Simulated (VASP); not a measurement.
# ZrS2 (P-3m1) in VASP: further runs

Runs on ZrS2. Level: PBEsol. Tasks: single point.

Program: VASP 6.6.1. These are calculated values, not measurements. Logs are shortened: lines on timing, memory, paths and dates and some standing lists are left out, and cuts for length are marked.

## 1. The cell of the first run

Symmetry: P-3m1, No. 164, trigonal system. The conventional cell has a = 3.691 Å, b = 3.691 Å, c = 6.041 Å, α = 90.00°, β = 90.00°, γ = 120.00°. Zr (site symmetry -3m) has 6 S at 2.57 Å within 3.4 Å. S (site symmetry 3m) has 3 Zr at 2.57 Å within 3.4 Å.

## 2. Single point, PBEsol

INCAR reads:

```
SYSTEM = ZrS2
PREC = Accurate
ENCUT = 500
EDIFF = 1E-6
ISMEAR = 0
SIGMA = 0.01
LREAL = .FALSE.
LASPH = .TRUE.
NELM = 120
ALGO = Normal
ISIF = 2
LWAVE = .FALSE.
LCHARG = .TRUE.
GGA = PS
LELF = .TRUE.
LVHAR = .TRUE.
NBANDS = 19
GGA_COMPAT = .FALSE.
```

KPOINTS reads:

```
Automatic mesh
0
G
  2 2 2
  0 0 0
```

POSCAR reads:

```
ZrS2
1.0
    3.6913830000      0.0000000000      0.0000000000
   -1.8456915000      3.1968314531      0.0000000000
    0.0000000000      0.0000000000      6.0410770000
Zr S
1 2
Direct
    0.0000000000      0.0000000000      0.0000000000
    0.6666666667      0.3333333333      0.7620900000
    0.3333333333      0.6666666667      0.2379100000
```

Potentials or basis: VASP PAW PBE potentials, release 64 (Zr_sv, S).

The run is started by

```console
cat potpaw_PBE.64/Zr_sv/POTCAR potpaw_PBE.64/S/POTCAR > POTCAR
mpirun -np 1 vasp_std > vasp.out
```

OUTCAR:

```text
SYSTEM = ZrS2
   PREC = Accurate
   ENCUT = 500
   EDIFF = 1E-6
   ISMEAR = 0
   LREAL = .FALSE.
   LASPH = .TRUE.
   NELM = 120
   ISIF = 2
   GGA = PS

 ion  position               nearest neighbor table
   1  0.000  0.000  0.000-   2 2.57   3 2.57   2 2.57   3 2.57   2 2.57   3 2.57
   2  0.667  0.333  0.762-   1 2.57   1 2.57   1 2.57
   3  0.333  0.667  0.238-   1 2.57   1 2.57   1 2.57

  LATTYP: Found a hexagonal cell.
 ALAT       =     3.6913830000
 C/A-ratio  =     1.6365348705

  Lattice vectors:

 A1 = (   3.6913830000,   0.0000000000,   0.0000000000)
 A2 = (  -1.8456915000,   3.1968314531,   0.0000000000)
 A3 = (   0.0000000000,   0.0000000000,   6.0410770000)

Analysis of symmetry for initial positions (statically):
=====================================================================
 Subroutine PRICEL returns:
 Original cell was already a primitive cell.

 Routine SETGRP: Setting up the symmetry group for a
 hexagonal supercell.

 Subroutine GETGRP returns: Found 12 space group operations
 (whereof 12 operations were pure point group operations)
 out of a pool of 24 trial point group operations.

The static configuration has the point symmetry D_3d.

Analysis of symmetry for dynamics (positions and initial velocities):
=====================================================================
 Subroutine PRICEL returns:
 Original cell was already a primitive cell.

 Routine SETGRP: Setting up the symmetry group for a
 hexagonal supercell.

 Subroutine GETGRP returns: Found 12 space group operations
 (whereof 12 operations were pure point group operations)
 out of a pool of 24 trial point group operations.

The dynamic configuration has the point symmetry D_3d.

 Subroutine INISYM returns: Found 12 space group operations
 (whereof 12 operations are pure point group operations),
 and found     1 'primitive' translations

----------------------------------------------------------------------------------------

                                     Primitive cell

  volume of cell :      71.2891

  direct lattice vectors                    reciprocal lattice vectors
     3.691383000  0.000000000  0.000000000     0.270901177  0.156404868  0.000000000
    -1.845691500  3.196831453  0.000000000     0.000000000  0.312809735  0.000000000
     0.000000000  0.000000000  6.041077000     0.000000000  0.000000000  0.165533397

  length of vectors
     3.691383000  3.691383000  6.041077000     0.312809735  0.312809735  0.165533397

[... 60 lines left out ...]
   NELM   =    120;   NELMIN=  2; NELMDL= -5     # of ELM steps
   EDIFF  = 0.1E-05   stopping-criterion for ELM
   LREAL  =      F    real-space projection
   EDIFFG = 0.1E-04   stopping-criterion for IOM
   NSW    =      0    number of steps for IOM
   IBRION =     -1    ionic relax: 0-MD 1-quasi-New 2-CG
   NFREE  =      0    steps in history (QN), initial steepest desc. (CG)
   ISIF   =      2    stress and relaxation
   ISYM   =      2    0-nonsym 1-usesym 2-fastsym
   POTIM  = 0.5000    time-step for ionic-motion
   TEBEG  =    0.0;   TEEND  =   0.0 temperature during run
   PSTRESS=    0.0 pullay stress
   NELECT =      24.0000    total number of electrons
   NUPDOWN=      -1.0000    fix difference up-down
   EMIN   =  10.00;   EMAX   =-10.00  energy-range for DOS
   EFERMI =   0.00;   METHOD = LEGACY
   ISMEAR =     0;   SIGMA  =   0.01  broadening in eV -4-tet -1-fermi 0-gaus
   EFERMI_NEDOS =   21; number of points for ismear=-14 and -15
   IALGO  =     38    algorithm
   IMIX   =      4    mixing-type and parameters
     AMIX     =   0.40;   BMIX     =  1.00
     AMIX_MAG =   1.60;   BMIX_MAG =  1.00
  volume/ion in A,a.u.               =      23.76       160.36
  Fermi-wavevector in a.u.,A,eV,Ry     =   1.138861  2.152136 17.646825  1.297005
  Thomas-Fermi vector in A             =   2.275565
   LORBIT       =      0    0 simple, 1 ext, 2 COOP (PROOUT), +10 PAW based schemes
   GGA     = PS    functional components
   LHFCALC =     F    Hartree Fock is set to
   AEXX    =    0.0000 exact exchange contribution
   IVDW    =     0    specifies the selected vdW correction
   LEPSILON=     F    determine dielectric tensor
   LRPA    =     F    only Hartree local field effects (RPA)
 non-spin polarized calculation
 Gauss-broadening in eV      SIGMA  =   0.01
  energy-cutoff  :      500.00
  volume of cell :       71.29
 maximum number of plane-waves:      1834
 NGX is ok and might be reduce to    28
   NGX = 13   NGY = 13   NGZ = 23

 number of electron      23.9999999 magnetization

 Free energy of the ion-electron system (eV)
  ---------------------------------------------------
  ext. energy  EPLUGINS =         0.00000000
  ---------------------------------------------------
  free energy    TOTEN  =       -21.56024659 eV

  energy without entropy =      -21.56024659  energy(sigma->0) =      -21.56024659

 E-fermi :   4.2309     XC(G=0):  -9.4872

 val. band max:        4.1776060607   @ k =   0.0000   0.0000   0.0000
 cond. band min:       4.9175200920   @ k =   0.5000   0.0000   0.5000
 fundamental gap:      0.7399140313
 Fermi energy:         4.2308664515

 k-point     1 :       0.0000    0.0000    0.0000
  band No.  band energies     occupation
      1     -45.1326      2.00000
      2     -23.2453      2.00000
      3     -23.0332      2.00000
      4     -23.0332      2.00000
      5      -8.3445      2.00000
      6      -6.9077      2.00000
[... 65 lines left out ...]
      6      -6.8307      2.00000
[... 11 lines left out ...]
     18      10.3408      0.00000
     19      11.1902      0.00000

------------------------ aborting loop because EDIFF is reached ----------------------------------------

  FORCE on cell =-STRESS in cart. coord.  units (eV):
  Direction    XX          YY          ZZ          XY          YZ          ZX
  --------------------------------------------------------------------------------------
  -------------------------------------------------------------------------------------
  Total        1.0115516      1.0115516     -1.2431913     -0.0000000      0.0000000      0.0000000
  in kB       22.7339771     22.7339771    -27.9399310     -0.0000000      0.0000000      0.0000000
  external PRESSURE =       5.8426744 kB  Pullay stress =       0.0000000 kB

 VOLUME and BASIS-vectors are now :
 -----------------------------------------------------------------------------
  energy-cutoff  :      500.00
  volume of cell :       71.29
      direct lattice vectors                 reciprocal lattice vectors
     3.691383000  0.000000000  0.000000000     0.270901177  0.156404868  0.000000000
    -1.845691500  3.196831453  0.000000000     0.000000000  0.312809735  0.000000000
     0.000000000  0.000000000  6.041077000     0.000000000  0.000000000  0.165533397

 POSITION                                       TOTAL-FORCE (eV/Angst)
 -----------------------------------------------------------------------------------
      0.00000      0.00000      0.00000         0.000000      0.000000      0.000000
      1.84569      1.06561      4.60384         0.000000     -0.000000      0.590958
     -0.00000      2.13122      1.43723        -0.000000      0.000000     -0.590958
 -----------------------------------------------------------------------------------
    total drift:                                0.000000      0.000000     -0.000000

  FREE ENERGIE OF THE ION-ELECTRON SYSTEM (eV)
  ---------------------------------------------------
  free  energy   TOTEN  =       -21.5602465871 eV

  energy  without entropy=      -21.5602465871  energy(sigma->0) =      -21.56024659
```

OSZICAR:

```text
N       E                     dE             d eps       ncg     rms          rms(c)
DAV:   1     0.169259955350E+03    0.16926E+03   -0.11755E+04   152   0.113E+03
DAV:   2    -0.128651473406E+02   -0.18213E+03   -0.17944E+03   183   0.280E+02
DAV:   3    -0.236353162945E+02   -0.10770E+02   -0.10700E+02   248   0.629E+01
DAV:   4    -0.240744765383E+02   -0.43916E+00   -0.43814E+00   221   0.933E+00
DAV:   5    -0.240783172508E+02   -0.38407E-02   -0.38406E-02   226   0.985E-01    0.158E+01
DAV:   6    -0.217000056730E+02    0.23783E+01   -0.49977E+00   158   0.140E+01    0.707E+00
DAV:   7    -0.215654044435E+02    0.13460E+00   -0.66293E-01   212   0.459E+00    0.328E+00
DAV:   8    -0.215611205825E+02    0.42839E-02   -0.10219E-01   167   0.176E+00    0.684E-01
DAV:   9    -0.215602007527E+02    0.91983E-03   -0.15248E-02   167   0.656E-01    0.549E-01
DAV:  10    -0.215605686128E+02   -0.36786E-03   -0.49059E-03   161   0.453E-01    0.249E-01
DAV:  11    -0.215602233646E+02    0.34525E-03   -0.12414E-03   164   0.208E-01    0.608E-02
DAV:  12    -0.215602518333E+02   -0.28469E-04   -0.16190E-04   181   0.667E-02    0.602E-02
DAV:  13    -0.215602468526E+02    0.49807E-05   -0.12441E-05   175   0.209E-02    0.222E-02
DAV:  14    -0.215602465871E+02    0.26554E-06   -0.49259E-07   109   0.420E-03
   1 F= -.21560247E+02 E0= -.21560247E+02  d E =-.337938E-15
```

Run time: 18 s. Hardware: 1 thread of AMD EPYC, shared host; peak memory 0.14 GiB.

What came out:

```
Free energy            : -21.5602 eV
Pressure               : 0.6 GPa
Largest force          : 0.591 eV/Å
Band gap on the k mesh : 0.74 eV (least direct gap 1.26 eV)
```

Forces on the atoms (eV/Å):
```
Zr   0.000  0.000  0.000
S    0.000  0.000  0.591
S    0.000  0.000 -0.591
```

Levels at points of the mesh, in eV from the valence-band top:
```
           k point  band 10  band 11  band 12  band 13  band 14  band 15
(0.00, 0.00, 0.00)    -0.03    -0.03     0.00     1.26     1.26     2.11
(0.50, 0.00, 0.00)    -2.45    -1.67    -1.15     0.93     2.91     3.17
(0.00, 0.00, 0.50)    -1.58    -0.13    -0.13     1.24     1.24     2.45
(0.50, 0.00, 0.50)    -2.28    -0.95    -0.78     0.74     2.90     3.16
```

Caveat: the k points lie up to 0.98 Å⁻¹ apart; the PAW data sets were made with another functional, which shifts forces and pressure a little; this functional lacks dispersion, which binds the layers, so the pressure and a relaxed spacing across them are unreliable. A k mesh can miss the band edges.

## 3. Single point, PBEsol

INCAR reads:

```
SYSTEM = ZrS2
PREC     = Accurate       ! precision mode
ENCUT    = 500            ! plane-wave cutoff, eV
EDIFF    = 1E-6           ! SCF threshold, eV
ISMEAR   = 0              ! smearing method
SIGMA    = 0.01           ! smearing width, eV
LREAL    = .False.        ! projectors in reciprocal space
LASPH    = .True.         ! aspherical terms in the spheres
NELM     = 120            ! most SCF steps
ALGO     = Normal         ! electronic algorithm
ISIF     = 2              ! what is computed and relaxed
LWAVE    = .False.        ! write WAVECAR
LCHARG   = .False.        ! write CHGCAR
GGA      = PS             ! functional
NBANDS   = 19             ! bands
GGA_COMPAT= .False.
```

KPOINTS reads:

```
Automatic mesh
0
Gamma
  4 4 2
  0 0 0
```

POSCAR is that of step 2.

Potentials or basis: VASP PAW PBE potentials, release 64 (Zr_sv, S).

The run is started by

```console
cat potpaw_PBE.64/Zr_sv/POTCAR potpaw_PBE.64/S/POTCAR > POTCAR
mpirun -np 1 vasp_std > vasp.out
```

It took 23 s on 1 thread of AMD EPYC, shared host; peak memory 0.15 GiB.

Results (log left out):

| Item | Value |
| --- | --- |
| Free energy | -22.4629 eV |
| Pressure | -2.1 GPa |
| Largest force | 0.163 eV/Å |
| Band gap on the k mesh | 0.98 eV (least direct gap 1.55 eV) |

Forces in eV/Å, atoms in the order of the input:
```
Zr   0.000  0.000  0.000
S    0.000  0.000  0.163
S    0.000  0.000 -0.163
```

Stress tensor (GPa, compression positive):
```
-2.51  0.00  0.00
 0.00 -2.51  0.00
 0.00  0.00 -1.40
```

Levels at points of the mesh, in eV from the valence-band top:
```csv
k point,band 8,band 9,band 10,band 11,band 12,band 13,band 14,band 15,band 16,band 17
"(0.00, 0.00, 0.00)",-2.74,-2.74,-0.03,-0.03,0.00,1.55,1.55,2.39,5.04,5.04
"(0.50, 0.00, 0.00)",-2.55,-2.41,-2.35,-1.63,-1.12,1.15,3.22,3.48,5.72,5.94
"(0.00, 0.00, 0.50)",-2.72,-2.72,-1.56,-0.13,-0.13,1.53,1.53,2.71,5.33,5.33
"(0.50, 0.00, 0.50)",-3.06,-2.53,-2.19,-0.92,-0.75,0.98,3.21,3.48,5.32,5.77
```

Caveat: the k points lie up to 0.52 Å⁻¹ apart; the PAW data sets were made with another functional, which shifts forces and pressure a little; this functional lacks dispersion, which binds the layers, so the pressure and a relaxed spacing across them are unreliable. A k mesh can miss the band edges.
